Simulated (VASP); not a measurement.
Write the native input for VASP 6.6.1 that does the following.

| Property | Result |
| --- | --- |
| Task | single point |
| Functional | PBE |
| Potentials or basis | VASP PAW PBE potentials, release 64 (B) |
| Cutoff | 520 eV |
| k mesh | 4 × 4 × 4 |
| Occupations | gaussian, width 0.1 eV |
| Spin | no spin polarisation |
| Dipole correction | no |
| Further INCAR settings | ALGO = Normal; EDIFF = 1e-07; NBANDS = 30 |

The structure of B lies in POSCAR:

```
B
1.0
    3.9646824400     -2.4121689900      0.0000000000
    3.9646824400      2.4121689900      0.0000000000
    0.0000000000      0.0000000000      4.4187040100
B
12
Direct
    0.2266267500      0.7733732500      0.0690149400
    0.7733732500      0.2266267500      0.5690149400
    0.2266267500      0.7733732500      0.4309850600
    0.7733732500      0.2266267500      0.9309850600
    0.4825087400      0.1696623100      0.4333017200
    0.5174912600      0.8303376900      0.9333017200
    0.8303376900      0.5174912600      0.0666982800
    0.1696623100      0.4825087400      0.5666982800
    0.5174912600      0.8303376900      0.5666982800
    0.4825087400      0.1696623100      0.0666982800
    0.1696623100      0.4825087400      0.9333017200
    0.8303376900      0.5174912600      0.4333017200
```

The cell was built from a structure type or drawn by symmetry, and may not be a known phase.

One way to write it, as run:

INCAR

```
SYSTEM = B
ALGO = Normal
EDIFF = 1E-7
ENCUT = 520
GGA = PE
ISIF = 2
ISMEAR = 0
LASPH = .True.
LCHARG = .False.
LREAL = .False.
LWAVE = .False.
NBANDS = 30
NELM = 80
PREC = Accurate
SIGMA = 0.1
```

KPOINTS

```
k-points
0
Gamma
  4 4 4
  0 0 0
```

Potentials or basis: VASP PAW PBE potentials, release 64 (B).

The run is started by

```bash
$ cat potpaw_PBE.64/B/POTCAR > POTCAR
$ mpirun -np 1 vasp_std > vasp.out
```

It gave:

```yaml
Pressure: 54.6 GPa
Largest_force: 1.598 eV/Å
Band_gap_on_the_k_mesh: zero (bands 18 and 19 overlap by 1.40 eV)
```

Caveat: the k points lie up to 0.38 Å⁻¹ apart, too coarse for converged energies and pressures of a metal; forces of over 1 eV/Å act on the atoms, so gaps and moduli don't describe the material at rest.

Wall time 29 s on 1 thread of Intel(R) Xeon(R) Platinum 8559C (Emerald Rapids), on a shared host, peak memory 0.2 GiB.
